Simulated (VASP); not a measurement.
# TiO2 (I4_1/amd) in VASP: relaxation of shape and atoms at fixed volume with r2SCAN

Aim: the relaxation of shape and atoms at fixed volume of TiO2 with r2SCAN.

All numbers are computed with VASP 6.6.1; they aren't measurements. Logs are shortened: lines on timing, memory, paths and dates and some standing lists are left out, and cuts for length are marked.

**1. The cell of the first run**

Symmetry: I4_1/amd, No. 141, tetragonal system. Conventional cell: a = 3.705 Å, b = 3.705 Å, c = 9.069 Å, α = 90.00°, β = 90.00°, γ = 90.00°. Ti (site symmetry -4m2) has 6 O at 1.88 to 1.93 Å within 2.5 Å. O (site symmetry 2mm) has 3 Ti at 1.88 to 1.93 Å and 2 O at 2.45 Å within 2.5 Å.

**2. Relaxation of shape and atoms at fixed volume, r2SCAN (10.37 Å³/atom)**

The input, POSCAR:

```
TiO2
1.0
   -1.8523283538      1.8523283538      4.5346639632
    1.8523283538     -1.8523283538      4.5346639632
    1.8523283538      1.8523283538     -4.5346639632
Ti O
2 4
Direct
    0.0000000000      0.0000000000      0.0000000000
    0.7500000000      0.2500000000      0.5000000000
    0.2129951356      0.2129951356      0.0000000000
    0.9629951356      0.4629951356      0.5000000000
    0.5370048644      0.0370048644      0.5000000000
    0.7870048644      0.7870048644      0.0000000000
```

The input, INCAR.step1:

```
SYSTEM = TiO2
PREC = Accurate ; ENCUT = 600
ISMEAR = 0 ; SIGMA = 0.02
LREAL = .False. ; LASPH = .True.
NELM = 60 ; GGA = PE
ALGO = Normal ; EDIFF = 1E-4
LWAVE = .True. ; LCHARG = .False.
```

The input, INCAR.step2:

```
SYSTEM = TiO2
PREC = Accurate ; ENCUT = 600
EDIFF = 1E-6 ; ISMEAR = 0
SIGMA = 0.02 ; LREAL = .False.
LASPH = .True. ; NELM = 60
ALGO = Normal ; ISIF = 4
LWAVE = .False. ; LCHARG = .False.
METAGGA = R2SCAN ; LMIXTAU = .True.
IBRION = 2 ; NSW = 50
EDIFFG = -0.01 ; ISTART = 1
```

The input, KPOINTS:

```
Automatic mesh
0
Gamma
  8 8 8
  0 0 0
```

Potentials or basis: VASP PAW PBE potentials, release 64 (Ti_sv, O).

Command:

```console
$ cat potpaw_PBE.64/Ti_sv/POTCAR potpaw_PBE.64/O/POTCAR > POTCAR
$ cp INCAR.step1 INCAR
$ mpirun -np 1 vasp_std > vasp.out
$ cp INCAR.step2 INCAR
$ mpirun -np 1 vasp_std > vasp.out
```

OUTCAR:

```text
SYSTEM = TiO2
   PREC = Accurate
   ENCUT = 600
   EDIFF = 1E-6
   ISMEAR = 0
   LREAL = .False.
   LASPH = .True.
   NELM = 60
   ISIF = 4
   METAGGA = R2SCAN
   IBRION = 2
   NSW = 50
   EDIFFG = -0.01
   ISTART = 1

 ion  position               nearest neighbor table
   1  0.000  0.000  0.000-   5 1.88   4 1.88   5 1.88   4 1.88   3 1.93   6 1.93
   2  0.750  0.250  0.500-   6 1.88   3 1.88   6 1.88   3 1.88   4 1.93   5 1.93
   3  0.213  0.213  0.000-   2 1.88   2 1.88   1 1.93
   4  0.963  0.463  0.500-   1 1.88   1 1.88   2 1.93
   5  0.537  0.037  0.500-   1 1.88   1 1.88   2 1.93
   6  0.787  0.787  0.000-   2 1.88   2 1.88   1 1.93

  LATTYP: Found a body centered tetragonal cell.
 ALAT       =     3.7046567076
 C/A-ratio  =     2.4480886199

  Lattice vectors:

 A1 = (  -1.8523283538,   1.8523283538,   4.5346639632)
 A2 = (   1.8523283538,  -1.8523283538,   4.5346639632)
 A3 = (   1.8523283538,   1.8523283538,  -4.5346639632)

Analysis of symmetry for initial positions (statically):
=====================================================================
 Subroutine PRICEL returns:
 Original cell was already a primitive cell.

 Routine SETGRP: Setting up the symmetry group for a
 body centered tetragonal supercell.

 Subroutine GETGRP returns: Found 16 space group operations
 (whereof  8 operations were pure point group operations)
 out of a pool of 16 trial point group operations.

The static configuration has the point symmetry D_2d.
 The point group associated with its full space group is D_4h.

Analysis of symmetry for dynamics (positions and initial velocities):
=====================================================================
 Subroutine PRICEL returns:
 Original cell was already a primitive cell.

 Routine SETGRP: Setting up the symmetry group for a
 body centered tetragonal supercell.

 Subroutine GETGRP returns: Found 16 space group operations
 (whereof  8 operations were pure point group operations)
 out of a pool of 16 trial point group operations.

The dynamic configuration has the point symmetry D_2d.
 The point group associated with its full space group is D_4h.

 Subroutine INISYM returns: Found 16 space group operations
 (whereof  8 operations are pure point group operations),
 and found     1 'primitive' translations
[... 102 lines left out ...]
   NELM   =     60;   NELMIN=  2; NELMDL=  0     # of ELM steps
   EDIFF  = 0.1E-05   stopping-criterion for ELM
   LREAL  =      F    real-space projection
   EDIFFG = -.1E-01   stopping-criterion for IOM
   NSW    =     50    number of steps for IOM
   IBRION =      2    ionic relax: 0-MD 1-quasi-New 2-CG
   NFREE  =      1    steps in history (QN), initial steepest desc. (CG)
   ISIF   =      4    stress and relaxation
   ISYM   =      2    0-nonsym 1-usesym 2-fastsym
   POTIM  = 0.5000    time-step for ionic-motion
   TEBEG  =    0.0;   TEEND  =   0.0 temperature during run
   PSTRESS=    0.0 pullay stress
   NELECT =      48.0000    total number of electrons
   NUPDOWN=      -1.0000    fix difference up-down
   EMIN   =  10.00;   EMAX   =-10.00  energy-range for DOS
   EFERMI =   0.00;   METHOD = LEGACY
   ISMEAR =     0;   SIGMA  =   0.02  broadening in eV -4-tet -1-fermi 0-gaus
   EFERMI_NEDOS =   21; number of points for ismear=-14 and -15
   IALGO  =     38    algorithm
   IMIX   =      4    mixing-type and parameters
     AMIX     =   0.40;   BMIX     =  1.00
     AMIX_MAG =   1.60;   BMIX_MAG =  1.00
  volume/ion in A,a.u.               =      10.37        70.00
  Fermi-wavevector in a.u.,A,eV,Ry     =   1.501326  2.837094 30.667241  2.253979
  Thomas-Fermi vector in A             =   2.612711
   LORBIT       =      0    0 simple, 1 ext, 2 COOP (PROOUT), +10 PAW based schemes
   METAGGA = R2SCAN    functional components
   LHFCALC =     F    Hartree Fock is set to
   AEXX    =    0.0000 exact exchange contribution
   IVDW    =     0    specifies the selected vdW correction
   LEPSILON=     F    determine dielectric tensor
   LRPA    =     F    only Hartree local field effects (RPA)
 conjugate gradient relaxation of ions
 non-spin polarized calculation
 Gauss-broadening in eV      SIGMA  =   0.02
  energy-cutoff  :      600.00
  volume of cell :       62.24
 maximum number of plane-waves:      2131
 NGX is ok and might be reduce to    42
   NGX = 21   NGY = 21   NGZ = 21

--------------------------------------- Ionic step        1  -------------------------------------------

 number of electron      48.0000002 magnetization

 Free energy of the ion-electron system (eV)
  ---------------------------------------------------
  ext. energy  EPLUGINS =         0.00000000
  ---------------------------------------------------
  free energy    TOTEN  =       -69.43716379 eV

  energy without entropy =      -69.43716379  energy(sigma->0) =      -69.43716379

------------------------ aborting loop because EDIFF is reached ----------------------------------------

  FORCE on cell =-STRESS in cart. coord.  units (eV):
  Direction    XX          YY          ZZ          XY          YZ          ZX
  --------------------------------------------------------------------------------------
  -------------------------------------------------------------------------------------
  Total        9.2308285      9.2308285      9.1710682      0.0000000      0.0000000      0.0000000
  in kB      237.6348954    237.6348954    236.0964488      0.0000000      0.0000000      0.0000000
  external PRESSURE =     237.1220798 kB  Pullay stress =       0.0000000 kB
[... 147 lines left out ...]
--------------------------------------- Ionic step        5  -------------------------------------------

 number of electron      48.0000005 magnetization

 Free energy of the ion-electron system (eV)
  ---------------------------------------------------
  ext. energy  EPLUGINS =         0.00000000
  ---------------------------------------------------
  free energy    TOTEN  =       -69.46066800 eV

  energy without entropy =      -69.46066800  energy(sigma->0) =      -69.46066800

 E-fermi :   4.2699     XC(G=0): -12.0206

 val. band max:        4.0423916026   @ k =   0.5000   0.5000  -0.0000
 cond. band min:       6.4184424271   @ k =   0.0000   0.0000   0.0000
 fundamental gap:      2.3760508245
 Fermi energy:         4.2699388499

 k-point     1 :       0.0000    0.0000    0.0000
  band No.  band energies     occupation
      1     -54.4264      2.00000
      2     -54.3217      2.00000
      3     -29.9762      2.00000
      4     -29.6585      2.00000
      5     -29.6585      2.00000
      6     -29.5410      2.00000
[... 733 lines left out ...]
     27       8.4091      0.00000
     28       8.5506      0.00000

 [... further k-points ...]
[... 5 lines left out ...]
  --------------------------------------------------------------------------------------
  -------------------------------------------------------------------------------------
  Total        7.9807735      7.9807735      7.9509695      0.0000000      0.0000000      0.0000000
  in kB      205.4539610    205.4539610    204.6866988      0.0000000      0.0000000      0.0000000
  external PRESSURE =     205.1982069 kB  Pullay stress =       0.0000000 kB
[... 21 lines left out ...]
  FREE ENERGIE OF THE ION-ELECTRON SYSTEM (eV)
  ---------------------------------------------------
  free  energy   TOTEN  =       -69.4606680041 eV

  energy  without entropy=      -69.4606680041  energy(sigma->0) =      -69.46066800

 reached required accuracy - stopping structural energy minimisation
```

OSZICAR.step1:

```text
N       E                     dE             d eps       ncg     rms          rms(c)
DAV:   1     0.736625627748E+03    0.73663E+03   -0.27395E+04  3304   0.225E+03
DAV:   2     0.621616194863E+02   -0.67446E+03   -0.65191E+03  3564   0.622E+02
DAV:   3    -0.634335423229E+02   -0.12560E+03   -0.12188E+03  5160   0.230E+02
DAV:   4    -0.693447495473E+02   -0.59112E+01   -0.59051E+01  4544   0.533E+01
DAV:   5    -0.695843337007E+02   -0.23958E+00   -0.23954E+00  4676   0.905E+00    0.357E+01
DAV:   6    -0.533531567225E+02    0.16231E+02   -0.10752E+02  4180   0.108E+02    0.120E+01
DAV:   7    -0.532485580969E+02    0.10460E+00   -0.12888E+01  4512   0.300E+01    0.920E+00
DAV:   8    -0.533538881238E+02   -0.10533E+00   -0.23184E+00  4184   0.159E+01    0.322E+00
DAV:   9    -0.532658662343E+02    0.88022E-01   -0.83783E-01  4324   0.912E+00    0.952E-01
DAV:  10    -0.532739910464E+02   -0.81248E-02   -0.77907E-02  3800   0.220E+00    0.292E-01
DAV:  11    -0.532726269755E+02    0.13641E-02   -0.13236E-02  4192   0.791E-01    0.708E-02
DAV:  12    -0.532727194348E+02   -0.92459E-04   -0.15842E-03  4612   0.384E-01    0.804E-02
DAV:  13    -0.532726684663E+02    0.50969E-04   -0.31423E-04  3168   0.159E-01
   1 F= -.53272668E+02 E0= -.53272668E+02  d E =-.537764E-69
```

Run time: 67 min. Hardware: 1 thread of Intel Xeon Platinum 8375C at 2.90GHz (Ice Lake), shared host; peak memory 0.34 GiB.

What came out:

| Property | Result |
| --- | --- |
| Free energy | -69.4607 eV |
| Energy gained by relaxing | 3.9 meV/atom |
| Ionic steps | 5 |
| Pressure after relaxing | 20.5 GPa |
| Largest force after relaxing | 0.004 eV/Å |
| Band gap on the k mesh | 2.38 eV (least direct gap 2.97 eV) |

Forces in eV/Å, atoms in the order of the input:
```
Ti   0.000  0.000  0.000
Ti   0.000  0.000  0.000
O    0.000  0.000 -0.004
O    0.000  0.000 -0.004
O    0.000  0.000  0.004
O    0.000  0.000  0.004
```

The path:
| step | energy change (eV) | largest force (eV/Å) | pressure (GPa) | volume (Å³) |
| --- | --- | --- | --- | --- |
| 1 | 0.0000 | 0.2735 | 23.71 | 62.24 |
| 2 | -0.0082 | 0.0313 | 22.73 | 62.24 |
| 3 | -0.0084 | 0.0111 | 22.56 | 62.24 |
| 4 | -0.0148 | 0.0082 | 22.05 | 62.24 |
| 5 | -0.0235 | 0.0041 | 20.52 | 62.24 |

Final structure:
```xyz
6
Lattice="-1.8696 1.8696 4.4513 1.8696 -1.8696 4.4513 1.8696 1.8696 -4.4513" Properties=species:S:1:pos:R:3 pbc="T T T"
Ti    0.0000    0.0000    0.0000
Ti    0.0000    1.8696    2.2256
O     0.0000    0.0000    1.9369
O     0.0000    1.8696    4.1625
O     0.0000    1.8696    0.2887
O     0.0000    0.0000    6.9657
```

Levels at points of the mesh, in eV from the valence-band top:
```csv
k point,band 21,band 22,band 23,band 24,band 25,band 26,band 27,band 28
"(0.00, 0.00, 0.00)",-0.78,-0.78,-0.75,-0.75,2.38,3.42,4.13,4.13
"(0.50, 0.00, 0.00)",-2.32,-1.27,-1.04,-0.75,3.78,3.79,4.23,4.48
"(0.50, 0.50, 0.00)",-2.54,-2.54,0.00,0.00,4.18,4.18,4.61,4.61
"(0.50, 0.50, 0.50)",-1.53,-1.53,-0.37,-0.37,2.87,2.87,4.17,4.17
```

Caveat: the PAW data sets were made with another functional, which shifts forces and pressure a little.
